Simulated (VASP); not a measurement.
Write the native input for VASP 6.6.1 that does the following.

```
Task                   : single point
Functional             : PBEsol
Potentials or basis    : VASP PAW PBE potentials, release 64 (Sb)
Cutoff                 : 520 eV
k mesh                 : 19 × 19 × 19
Occupations            : fermi-dirac, width 0.05 eV
Spin                   : no spin polarisation
Dipole correction      : no
Further INCAR settings : ALGO = Normal; EDIFF = 1e-06; NBANDS = 8
```

The structure of Sb lies in POSCAR:

```
Sb
1.0
   -1.4850750000      1.5098750000      2.4800000000
    1.5098750000     -1.4850750000      2.4800000000
    1.5001250000      1.5001250000     -2.4649500000
Sb
1
Direct
    0.0000000000      0.0000000000      0.0000000000
```

This cell differs from its parent crystal: equal xy, yz and zx shear strains of +1 %.

One way to write it, as run:

INCAR

```
PREC = Accurate
ENCUT = 520
EDIFF = 1E-6
ISMEAR = -1
SIGMA = 0.05
LREAL = False
LASPH = True
NELM = 100
ALGO = Normal
ISIF = 2
LWAVE = False
LCHARG = True
GGA = PS
LELF = True
LVHAR = True
NBANDS = 8
```

KPOINTS

```
regular mesh
0
Gamma
  19 19 19
```

Potentials or basis: VASP PAW PBE potentials, release 64 (Sb).

The run is started by

```sh
$ cat potpaw_PBE.64/Sb/POTCAR > POTCAR
$ mpirun -np 1 vasp_std > vasp.out
```

It gave:

```json
{
 "Pressure": "15.4 GPa",
 "Band gap on the k mesh": "zero (an odd number of electrons rules out a gap without spin polarisation)"
}
```

Caveat: the cell differs from its parent crystal (equal xy, yz and zx shear strains of +1 %); the cell stands under pressure; the PAW data sets were made with another functional, which shifts forces and pressure a little; spin-orbit coupling is left out, which moves the levels of the heavy elements.

It took 58 s on 1 thread of Intel(R) Xeon(R) 6975P-C (Granite Rapids) (shared host), peak memory 0.42 GiB.
